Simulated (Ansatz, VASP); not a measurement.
**CaO: VASP beside Ansatz**

```
Ca O
1.0
     0.00000    2.35373    2.35373
     2.35373    0.00000    2.35373
     2.35373    2.35373    0.00000
Ca O
1 1
Cartesian
  0.0000 0.0000 0.0000
  2.3537 2.3537 2.3537
```

Alike in both runs: functional LDA; k mesh 12 × 12 × 12; occupations gaussian, width 0.02 eV; no spin polarisation.

Ansatz relaxed the structure, and its values are those at the end. VASP's run is a single point on that final structure, the one shown.

|  | VASP | Ansatz |
| --- | --- | --- |
| version | VASP 6.6.1 | Ansatz 0.2.0 |
| potentials or method | VASP PAW LDA potentials, release 64 (Ca_sv, O), cutoff 520 eV | scalar-relativistic, plane waves, PAW |
| valence electrons in the cell | 16 | 16 |

VASP gave:

* gap on the k mesh at the Fermi level (eV): 3.42
* least direct gap on the mesh (eV): 3.78
* pressure (GPa): 1.0

Task: Which values does Ansatz return?

Result: gap on the k mesh at the Fermi level (eV): 3.45; least direct gap on the mesh (eV): 3.81; pressure (GPa): 0.0.

Ansatz warns that its potentials were made for another functional, while VASP's fit it. LDA's correlation is that of Perdew and Zunger in VASP and of Perdew and Wang (1992) in Ansatz.
